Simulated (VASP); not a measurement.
Crystal: MgRuO.

```
CELL_PARAMETERS angstrom
3.11321 0.00000 0.00000
0.00000 3.11321 0.00000
0.00000 0.00000 3.99529
ATOMIC_POSITIONS crystal
Mg 0.50000 0.50000 0.50000
Ru 0.00000 0.00000 0.00000
O 0.50000 0.50000 0.00000
```

The cell was generated, and may not be a known phase.

| Property | Result |
| --- | --- |
| Program | VASP 6.6.1 |
| Task | relaxation of cell and atoms |
| Functional | PBE |
| Potentials or basis | VASP PAW PBE potentials, release 64 (Mg, Ru_pv, O) |
| Cutoff | 600 eV |
| k mesh | 6 × 6 × 4 |
| Occupations | gaussian, width 0.1 eV |
| Spin | collinear spin, ferromagnetic start |
| Starting moments | [0.0, 0.63, 0.0] μB |

At the start: pressure -0.3 GPa; volume 12.91 Å³/atom.

Q: Where does the relaxation end?

A: Over 6 steps the energy falls by 2.9 meV/atom and the volume is 12.81 Å³/atom (-0.7 %); space group P4/mmm (No. 123, to 0.1 Å) before and after; moment 0.43 μB per cell.

Step by step:
| step | energy change (eV) | largest force (eV/Å) | pressure (GPa) | volume (Å³) |
| --- | --- | --- | --- | --- |
| 1 | 0.0000 | 0.0000 | -0.32 | 38.72 |
| 2 | -0.0042 | 0.0000 | -0.40 | 38.58 |
| 3 | -0.0084 | 0.0000 | 0.48 | 38.32 |
| 4 | -0.0084 | 0.0000 | 0.44 | 38.33 |
| 5 | -0.0084 | 0.0000 | -0.38 | 38.56 |
| 6 | -0.0086 | 0.0000 | -0.03 | 38.44 |

Final structure:
```cif
data_structure
_symmetry_space_group_name_H-M 'P 1'
_symmetry_Int_Tables_number 1
_cell_length_a 3.0795
_cell_length_b 3.0795
_cell_length_c 4.0539
_cell_angle_alpha 90.000
_cell_angle_beta 90.000
_cell_angle_gamma 90.000
_cell_volume 38.44
loop_
_atom_site_label
_atom_site_type_symbol
_atom_site_fract_x
_atom_site_fract_y
_atom_site_fract_z
_atom_site_occupancy
Mg1 Mg 0.50000 0.50000 0.50000 1
Ru1 Ru 0.00000 0.00000 0.00000 1
O1 O 0.50000 0.50000 0.00000 1
```

Caveat: the k points lie up to 0.39 Å⁻¹ apart in the final cell; a moment this small can come from the mesh or the smearing.
